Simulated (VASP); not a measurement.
# MgI2 (P-3m1) in VASP: settings compared

MgI2 is run at these levels: PBE, r2SCAN, r2SCAN+rVV10; tasks: single point, relaxation of cell and atoms.

All numbers are computed with VASP 6.6.1; they aren't measurements. Logs are shortened: lines on timing, memory, paths and dates and some standing lists are left out, and cuts for length are marked.

## Step 1: The cell of the first run

It takes space group P-3m1 (No. 164, trigonal). The conventional cell has a = 4.157 Å, b = 4.157 Å, c = 6.876 Å, α = 90.00°, β = 90.00°, γ = 120.00°. Mg (site symmetry -3m) has 6 I at 2.92 Å within 3.8 Å. Within 3.8 Å of I (site symmetry 3m) lie 3 Mg at 2.92 Å.

## Step 2: Single point, PBE

INCAR

```
SYSTEM = MgI2
PREC = Accurate ; ENCUT = 520
EDIFF = 1E-6 ; ISMEAR = -1
SIGMA = 0.02 ; LREAL = .FALSE.
LASPH = .TRUE. ; NELM = 100
ALGO = Normal ; ISIF = 2
LWAVE = .FALSE. ; LCHARG = .TRUE.
GGA = PE ; LELF = .TRUE.
LVHAR = .TRUE. ; NBANDS = 15
```

KPOINTS

```
regular mesh
0
G
  12 12 4
  0 0 0
```

POSCAR

```
MgI2
1.0
    4.1566396118      0.0000000000      0.0000000000
   -2.0783198059      3.5997554982      0.0000000000
    0.0000000000      0.0000000000      6.8756215139
Mg I
1 2
Direct
    0.0000000000      0.0000000000      0.0000000000
    0.3333333333      0.6666666667      0.2425731935
    0.6666666667      0.3333333333      0.7574268065
```

Potentials or basis: VASP PAW PBE potentials, release 64 (Mg, I).

Run with:

```sh
> cat potpaw_PBE.64/Mg/POTCAR potpaw_PBE.64/I/POTCAR > POTCAR
> mpirun -np 1 vasp_std > vasp.out
```

OUTCAR:

```text
SYSTEM = MgI2
   PREC = Accurate
   ENCUT = 520
   EDIFF = 1E-6
   ISMEAR = -1
   LREAL = .FALSE.
   LASPH = .TRUE.
   NELM = 100
   ISIF = 2
   GGA = PE

 ion  position               nearest neighbor table
   1  0.000  0.000  0.000-   2 2.92   3 2.92   3 2.92   2 2.92   3 2.92   2 2.92
   2  0.333  0.667  0.243-   1 2.92   1 2.92   1 2.92
   3  0.667  0.333  0.757-   1 2.92   1 2.92   1 2.92

  LATTYP: Found a hexagonal cell.
 ALAT       =     4.1566396118
 C/A-ratio  =     1.6541298154

  Lattice vectors:

 A1 = (   4.1566396118,   0.0000000000,   0.0000000000)
 A2 = (  -2.0783198059,   3.5997554982,   0.0000000000)
 A3 = (   0.0000000000,   0.0000000000,   6.8756215139)

Analysis of symmetry for initial positions (statically):
=====================================================================
 Subroutine PRICEL returns:
 Original cell was already a primitive cell.

 Routine SETGRP: Setting up the symmetry group for a
 hexagonal supercell.

 Subroutine GETGRP returns: Found 12 space group operations
 (whereof 12 operations were pure point group operations)
 out of a pool of 24 trial point group operations.

The static configuration has the point symmetry D_3d.

Analysis of symmetry for dynamics (positions and initial velocities):
=====================================================================
 Subroutine PRICEL returns:
 Original cell was already a primitive cell.

 Routine SETGRP: Setting up the symmetry group for a
 hexagonal supercell.

 Subroutine GETGRP returns: Found 12 space group operations
 (whereof 12 operations were pure point group operations)
 out of a pool of 24 trial point group operations.

The dynamic configuration has the point symmetry D_3d.

 Subroutine INISYM returns: Found 12 space group operations
 (whereof 12 operations are pure point group operations),
 and found     1 'primitive' translations

----------------------------------------------------------------------------------------

                                     Primitive cell

  volume of cell :     102.8791

  direct lattice vectors                    reciprocal lattice vectors
     4.156639612  0.000000000  0.000000000     0.240578952  0.138898322  0.000000000
    -2.078319806  3.599755498  0.000000000     0.000000000  0.277796645  0.000000000
     0.000000000  0.000000000  6.875621514     0.000000000  0.000000000  0.145441397

  length of vectors
     4.156639612  4.156639612  6.875621514     0.277796645  0.277796645  0.145441397

  position of ions in fractional coordinates (direct lattice)
     0.000000000  0.000000000  0.000000000
     0.333333333  0.666666667  0.242573194
     0.666666667  0.333333333  0.757426806

  ion indices of the primitive-cell ions
   primitive index   ion index
                 1           1
                 2           2
                 3           3

----------------------------------------------------------------------------------------

 KPOINTS: regular mesh

Automatic generation of k-mesh.
 Grid dimensions read from file:
 generate k-points for:   12   12    4

 Generating k-lattice:

  Cartesian coordinates                     Fractional coordinates (reciprocal lattice)
     0.020048246  0.011574860  0.000000000     0.083333333  0.000000000  0.000000000
     0.000000000  0.023149720  0.000000000     0.000000000  0.083333333  0.000000000
     0.000000000  0.000000000  0.036360349     0.000000000  0.000000000  0.250000000

  Length of vectors
     0.023149720  0.023149720  0.036360349

  Shift w.r.t. Gamma in fractional coordinates (k-lattice)
     0.000000000  0.000000000  0.000000000

 Subroutine IBZKPT returns following result:
 ===========================================

 Found     69 irreducible k-points:

 Following reciprocal coordinates:
            Coordinates               Weight
  0.000000  0.000000  0.000000      1.000000
  0.083333 -0.000000  0.000000      6.000000
  0.166667 -0.000000  0.000000      6.000000
  0.250000 -0.000000  0.000000      6.000000
  0.333333 -0.000000  0.000000      6.000000
  0.416667 -0.000000  0.000000      6.000000
[... 16 lines left out ...]
  0.166667 -0.000000  0.250000      6.000000
  0.000000  0.166667  0.250000      6.000000
 [... further k-points ...]
   k-points           NKPTS =     69   k-points in BZ     NKDIM =     69   number of bands    NBANDS=     15
   number of dos      NEDOS =    301   number of ions     NIONS =      3
   total plane-waves  NPLWV =  55296
   dimension x,y,z NGX =    32 NGY =   32 NGZ =   54
   dimension x,y,z NGXF=    64 NGYF=   64 NGZF=  108
   ions per type =               1   2
   NGX,Y,Z   is equivalent  to a cutoff of  12.80, 12.80, 13.06 a.u.
   NGXF,Y,Z  is equivalent  to a cutoff of  25.60, 25.60, 26.11 a.u.
 SYSTEM =  MgI2
   PREC   = accura    normal or accurate (medium, high low for compatibility)
   ISTART =      0    job   : 0-new  1-cont  2-samecut
   ICHARG =      2    charge: 1-file 2-atom 10-const
   ISPIN  =      1    spin polarized calculation?
   LNONCOLLINEAR =      F non collinear calculations
   LSORBIT =      F    spin-orbit coupling
   LASPH  =      T    aspherical Exc in radial PAW
   ENCUT  =  520.0 eV  38.22 Ry    6.18 a.u.   7.73  7.73 12.78*2*pi/ulx,y,z
   NELM   =    100;   NELMIN=  2; NELMDL= -5     # of ELM steps
   EDIFF  = 0.1E-05   stopping-criterion for ELM
   LREAL  =      F    real-space projection
   EDIFFG = 0.1E-04   stopping-criterion for IOM
   NSW    =      0    number of steps for IOM
   IBRION =     -1    ionic relax: 0-MD 1-quasi-New 2-CG
   NFREE  =      0    steps in history (QN), initial steepest desc. (CG)
   ISIF   =      2    stress and relaxation
   ISYM   =      2    0-nonsym 1-usesym 2-fastsym
   POTIM  = 0.5000    time-step for ionic-motion
   TEBEG  =    0.0;   TEEND  =   0.0 temperature during run
   PSTRESS=    0.0 pullay stress
   NELECT =      16.0000    total number of electrons
   NUPDOWN=      -1.0000    fix difference up-down
   EMIN   =  10.00;   EMAX   =-10.00  energy-range for DOS
   EFERMI =   0.00;   METHOD = LEGACY
   ISMEAR =    -1;   SIGMA  =   0.02  broadening in eV -4-tet -1-fermi 0-gaus
   EFERMI_NEDOS =   21; number of points for ismear=-14 and -15
   IALGO  =     38    algorithm
   IMIX   =      4    mixing-type and parameters
     AMIX     =   0.40;   BMIX     =  1.00
     AMIX_MAG =   1.60;   BMIX_MAG =  1.00
  volume/ion in A,a.u.               =      34.29       231.42
  Fermi-wavevector in a.u.,A,eV,Ry     =   0.880384  1.663685 10.545561  0.775077
  Thomas-Fermi vector in A             =   2.000737
   LORBIT       =      0    0 simple, 1 ext, 2 COOP (PROOUT), +10 PAW based schemes
   GGA     = PE    functional components
   LHFCALC =     F    Hartree Fock is set to
   AEXX    =    0.0000 exact exchange contribution
   IVDW    =     0    specifies the selected vdW correction
   LEPSILON=     F    determine dielectric tensor
   LRPA    =     F    only Hartree local field effects (RPA)
 non-spin polarized calculation
  energy-cutoff  :      520.00
  volume of cell :      102.88
 maximum number of plane-waves:      2802
 NGX is ok and might be reduce to    32
   NGX = 15   NGY = 15   NGZ = 25

 number of electron      16.0000001 magnetization

 Free energy of the ion-electron system (eV)
  ---------------------------------------------------
  ext. energy  EPLUGINS =         0.00000000
  ---------------------------------------------------
  free energy    TOTEN  =        -7.69923738 eV

  energy without entropy =       -7.69923738  energy(sigma->0) =       -7.69923738

 E-fermi :   2.6933     XC(G=0):  -8.2007

 val. band max:        2.2883515413   @ k =   0.0000   0.0000   0.0000
 cond. band min:       5.7983327655   @ k =   0.5000  -0.0000   0.2500
 fundamental gap:      3.5099812242
 Fermi energy:         2.6932986003

 k-point     1 :       0.0000    0.0000    0.0000
  band No.  band energies     occupation
      1      -9.7840      2.00000
      2      -9.0773      2.00000
      3      -1.2451      2.00000
      4       1.8278      2.00000
      5       1.8278      2.00000
      6       2.2070      2.00000
      7       2.2070      2.00000
      8       2.2884      2.00000
      9       5.9668      0.00000
     10       7.0495      0.00000
     11       8.9680      0.00000
     12       8.9680      0.00000
     13       9.7569      0.00000
     14      10.4280      0.00000
     15      10.4280      0.00000

 k-point     2 :       0.0833   -0.0000    0.0000
  band No.  band energies     occupation
      1      -9.7476      2.00000
      2      -9.0581      2.00000
      3      -1.1944      2.00000
      4       1.5292      2.00000
      5       1.7323      2.00000
      6       1.9356      2.00000
      7       2.2021      2.00000
      8       2.2663      2.00000
      9       6.2850      0.00000
     10       7.3433      0.00000
     11       8.5986      0.00000
     12       9.0832      0.00000
     13       9.9881      0.00000
     14      10.1673      0.00000
     15      10.5471      0.00000

 k-point     3 :       0.1667   -0.0000    0.0000
  band No.  band energies     occupation
      1      -9.6435      2.00000
      2      -9.0064      2.00000
      3      -1.0524      2.00000
      4       0.8435      2.00000
      5       1.3573      2.00000
      6       1.5190      2.00000
      7       2.1521      2.00000
      8       2.1887      2.00000
      9       6.8354      0.00000
     10       7.6777      0.00000
     11       8.4752      0.00000
     12       9.3303      0.00000
     13       9.4787      0.00000
     14      10.2806      0.00000
     15      10.8176      0.00000
[... 343 lines left out ...]
 k-point    23 :       0.1667   -0.0000    0.2500
  band No.  band energies     occupation
      1      -9.5851      2.00000
      2      -9.0832      2.00000
      3      -0.7922      2.00000
      4       0.7509      2.00000
      5       1.3032      2.00000
      6       1.5684      2.00000
      7       1.9104      2.00000
      8       2.0911      2.00000
      9       7.0437      0.00000
     10       7.7537      0.00000
     11       8.5164      0.00000
     12       9.1878      0.00000
     13       9.3534      0.00000
     14      10.0763      0.00000
     15      10.9567      0.00000

 k-point    24 :       0.0000    0.1667    0.2500
  band No.  band energies     occupation
      1      -9.5856      2.00000
      2      -9.0825      2.00000
      3      -0.8203      2.00000
      4       0.9684      2.00000
      5       1.1214      2.00000
      6       1.5803      2.00000
      7       1.8998      2.00000
      8       2.0739      2.00000
      9       6.8232      0.00000
     10       7.9394      0.00000
     11       8.7897      0.00000
     12       9.2574      0.00000
     13       9.4505      0.00000
     14      10.0139      0.00000
     15      10.5973      0.00000

 [... further k-points ...]
[... 5 lines left out ...]
  --------------------------------------------------------------------------------------
  -------------------------------------------------------------------------------------
  Total        0.6401508      0.6401508      0.7837960     -0.0000000      0.0000000      0.0000000
  in kB        9.9693204      9.9693204     12.2063630     -0.0000000      0.0000000      0.0000000
  external PRESSURE =      10.7150012 kB  Pullay stress =       0.0000000 kB

 VOLUME and BASIS-vectors are now :
 -----------------------------------------------------------------------------
  energy-cutoff  :      520.00
  volume of cell :      102.88
      direct lattice vectors                 reciprocal lattice vectors
     4.156639612  0.000000000  0.000000000     0.240578952  0.138898322  0.000000000
    -2.078319806  3.599755498  0.000000000     0.000000000  0.277796645  0.000000000
     0.000000000  0.000000000  6.875621514     0.000000000  0.000000000  0.145441397

 POSITION                                       TOTAL-FORCE (eV/Angst)
 -----------------------------------------------------------------------------------
      0.00000      0.00000      0.00000         0.000000      0.000000     -0.000000
     -0.00000      2.39984      1.66784        -0.000000      0.000000      0.001397
      2.07832      1.19992      5.20778         0.000000     -0.000000     -0.001397
 -----------------------------------------------------------------------------------
    total drift:                                0.000000     -0.000000      0.000000

  FREE ENERGIE OF THE ION-ELECTRON SYSTEM (eV)
  ---------------------------------------------------
  free  energy   TOTEN  =        -7.6992373771 eV

  energy  without entropy=       -7.6992373770  energy(sigma->0) =       -7.69923738
```

It took 56 s on 1 thread of Intel Xeon Platinum 8488C (Sapphire Rapids), shared host; peak memory 0.29 GiB.

What came out:

| Quantity | Value |
| --- | --- |
| Free energy | -7.6992 eV |
| Pressure | 1.1 GPa |
| Band gap on the k mesh | 3.51 eV, indirect (least direct gap 3.68 eV) |

Levels at points of the mesh, in eV from the valence-band top:
```csv
k point,band 4,band 5,band 6,band 7,band 8,band 9,band 10,band 11,band 12,band 13
"(0.00, 0.00, 0.00)",-0.46,-0.46,-0.08,-0.08,0.00,3.68,4.76,6.68,6.68,7.47
"(0.50, 0.00, 0.00)",-2.81,-1.86,-1.39,-0.91,-0.46,3.62,5.32,5.51,6.93,7.98
"(0.00, 0.00, 0.50)",-1.44,-0.36,-0.36,-0.18,-0.18,4.63,4.85,6.50,6.50,7.80
"(0.50, 0.00, 0.50)",-3.19,-1.22,-1.13,-0.80,-0.70,3.52,5.20,5.68,6.06,7.70
```

Caveat: spin-orbit coupling is left out, which moves the levels of the heavy elements; this functional lacks dispersion, which binds the layers, so the pressure and a relaxed spacing across them are unreliable. A k mesh can miss the band edges.

## Step 3: Single point, r2SCAN

POSCAR is that of step 2.

INCAR.step1

```
SYSTEM = MgI2
ALGO = Normal
EDIFF = 1E-4
ENCUT = 520
GGA = PE
ISMEAR = 0
LASPH = .True.
LCHARG = .False.
LREAL = .False.
LWAVE = .True.
NBANDS = 15
NELM = 60
PREC = Accurate
SIGMA = 0.01
```

INCAR.step2

```
SYSTEM = MgI2
ALGO = Normal
EDIFF = 1E-6
ENCUT = 520
ISIF = 2
ISMEAR = 0
ISTART = 1
LASPH = .True.
LCHARG = .False.
LMIXTAU = .True.
LREAL = .False.
LWAVE = .False.
METAGGA = R2SCAN
NBANDS = 15
NELM = 60
PREC = Accurate
SIGMA = 0.01
```

KPOINTS

```
k-points
0
Gamma
  12 12 4
  0 0 0
```

Potentials or basis: VASP PAW PBE potentials, release 64 (Mg, I).

Run with:

```sh
> cat potpaw_PBE.64/Mg/POTCAR potpaw_PBE.64/I/POTCAR > POTCAR
> cp INCAR.step1 INCAR
> mpirun -np 1 vasp_std > vasp.out
> cp INCAR.step2 INCAR
> mpirun -np 1 vasp_std > vasp.out
```

It took 3.9 min on 1 thread of Intel Xeon Platinum 8488C (Sapphire Rapids), shared host; peak memory 0.31 GiB.

It converged, with:

```yaml
Free_energy: -56.9260 eV
Pressure: 0.5 GPa
Largest_force: 0.043 eV/Å
Band_gap_on_the_k_mesh: 4.10 eV, indirect (least direct gap 4.48 eV)
```

Forces in eV/Å, atoms in the order of the input:
```
Mg   0.000  0.000  0.000
I    0.000  0.000 -0.043
I    0.000  0.000  0.043
```

Levels at points of the mesh, in eV from the valence-band top:
| k point | band 6 | band 7 | band 8 | band 9 | band 10 | band 11 |
| --- | --- | --- | --- | --- | --- | --- |
| (0.00, 0.00, 0.00) | -0.09 | -0.09 | 0.00 | 4.48 | 5.42 | 7.29 |
| (0.50, 0.00, 0.00) | -1.43 | -0.92 | -0.48 | 4.20 | 5.96 | 6.01 |
| (0.00, 0.00, 0.50) | -0.39 | -0.19 | -0.19 | 5.41 | 5.53 | 7.09 |
| (0.50, 0.00, 0.50) | -1.14 | -0.82 | -0.73 | 4.13 | 5.77 | 6.23 |

Caveat: the PAW data sets were made with another functional, which shifts forces and pressure a little; spin-orbit coupling is left out, which moves the levels of the heavy elements.

## Step 4: Relaxation of cell and atoms, r2SCAN+rVV10

This run uses another cell than the first one, of 33.62 Å³/atom, 0.980 times its volume.

POSCAR

```
MgI2
1.0
    4.1273272445      0.0000000000      0.0000000000
   -2.0636636222      3.5743702435      0.0000000000
    0.0000000000      0.0000000000      6.8366275304
Mg I
1 2
Direct
    0.0000000000      0.0000000000      0.0000000000
    0.3333333333      0.6666666667      0.2451556505
    0.6666666667      0.3333333333      0.7548443495
```

INCAR.step1

```
SYSTEM = MgI2
  ALGO = Normal
  EDIFF = 1E-4
  ENCUT = 600
  GGA = PE
  ISMEAR = -1
  LASPH = .True.
  LCHARG = .False.
  LREAL = .False.
  LWAVE = .True.
  NELM = 60
  PREC = Accurate
  SIGMA = 0.02
```

INCAR.step2

```
SYSTEM = MgI2
  ALGO = Normal
  BPARAM = 11.95
  CPARAM = 0.0093
  EDIFF = 1E-7
  EDIFFG = -0.005
  ENCUT = 600
  IBRION = 2
  ISIF = 3
  ISMEAR = -1
  ISTART = 1
  IVDW_NL = 2
  LASPH = .True.
  LCHARG = .False.
  LMIXTAU = .True.
  LREAL = .False.
  LUSE_VDW = .True.
  LWAVE = .False.
  METAGGA = R2SCAN
  NELM = 60
  NSW = 80
  PREC = Accurate
  SIGMA = 0.02
```

KPOINTS

```
k-points
0
Gamma
  6 6 4
  0 0 0
```

Run with:

```sh
> cat potpaw_PBE.64/Mg/POTCAR potpaw_PBE.64/I/POTCAR > POTCAR
> cp INCAR.step1 INCAR
> mpirun -np 1 vasp_std > vasp.out
> cp INCAR.step2 INCAR
> mpirun -np 1 vasp_std > vasp.out
```

It took 36 min on 1 thread of Intel Xeon Platinum 8488C (Sapphire Rapids), shared host; peak memory 0.56 GiB.

It converged, with:

| Item | Value |
| --- | --- |
| Free energy | -56.3721 eV |
| Relaxed volume | 34.34 Å³/atom |
| Relaxed cell | a = 4.154 Å, b = 4.154 Å, c = 6.893 Å, α = 90.00°, β = 90.00°, γ = 120.00° |
| Space group after relaxing (to 0.05 Å) | P-3m1 (No. 164) |
| Energy gained by relaxing | 1.0 meV/atom |
| Ionic steps | 12 |
| Pressure after relaxing | 0.0 GPa |
| Band gap on the k mesh | 4.08 eV, indirect (least direct gap 4.44 eV) |

The path:
```csv
step,energy change (eV),largest force (eV/Å),pressure (GPa),volume (Å³)
1,0.0000,0.0248,0.37,100.86
2,-0.0017,0.0650,0.00,102.01
3,-0.0017,0.0705,-0.05,102.17
4,-0.0022,0.0477,-0.02,102.26
5,-0.0024,0.0180,0.01,102.37
6,-0.0024,0.0148,0.02,102.39
7,-0.0026,0.0117,0.02,102.48
8,-0.0029,0.0026,0.02,102.76
9,-0.0027,0.0144,0.04,103.31
10,-0.0029,0.0029,0.03,102.93
11,-0.0029,0.0100,-0.06,103.21
12,-0.0029,0.0008,0.00,103.01
```

Final structure:
```yaml
crystal:
  lattice:
    - [4.15404, 0.00000, 0.00000]
    - [-2.07702, 3.59750, 0.00000]
    - [0.00000, 0.00000, 6.89296]
  atoms:
    - { symbol: Mg, position: [0.00000, 0.00000, 0.00000] }
    - { symbol: I, position: [0.33333, 0.66667, 0.24192] }
    - { symbol: I, position: [0.66667, 0.33333, 0.75808] }
```

Levels at points of the mesh, in eV from the valence-band top:
```
           k point  band 5  band 6  band 7  band 8  band 9  band 10  band 11  band 12
(0.00, 0.00, 0.00)   -0.47   -0.07   -0.07    0.00    4.44     5.39     7.28     7.28
(0.50, 0.00, 0.00)   -1.89   -1.42   -0.92   -0.47    4.18     5.92     5.96     7.52
(0.00, 0.00, 0.50)   -0.37   -0.37   -0.17   -0.17    5.39     5.50     7.09     7.09
(0.50, 0.00, 0.50)   -1.25   -1.15   -0.82   -0.71    4.11     5.70     6.18     6.58
```

Caveat: the PAW data sets were made with another functional, which shifts forces and pressure a little; spin-orbit coupling is left out, which moves the levels of the heavy elements.

## Step 5: Overview

| task | level | cell | k mesh | cutoff (eV) | smearing | gap on the mesh (eV) | pressure (GPa) |
| --- | --- | --- | --- | --- | --- | --- | --- |
| single point | PBE | a = 4.157, b = 4.157, c = 6.876 Å, angles 90.0, 90.0, 120.0°, 3 atoms | 12 × 12 × 4 | 520 | fermi-dirac 0.02 eV | 3.51 | 1.1 |
| single point | r2SCAN | a = 4.157, b = 4.157, c = 6.876 Å, angles 90.0, 90.0, 120.0°, 3 atoms | 12 × 12 × 4 | 520 | gaussian 0.01 eV | 4.10 | 0.5 |
| relaxation of cell and atoms | r2SCAN+rVV10 | relaxed from a = 4.127, b = 4.127, c = 6.837 Å, angles 90.0, 90.0, 120.0°, 3 atoms | 6 × 6 × 4 | 600 | fermi-dirac 0.02 eV | 4.08 | 0.0 |

Alike in all rows: potentials or basis VASP PAW PBE potentials, release 64 (Mg, I); no spin polarisation.

Caveats: spin-orbit coupling is left out, which moves the levels of the heavy elements; the PAW data sets were made with another functional, which shifts forces and pressure a little (some runs); this functional lacks dispersion, which binds the layers, so the pressure and a relaxed spacing across them are unreliable (some runs).

Absolute energies hang on the potentials; compare differences alone.
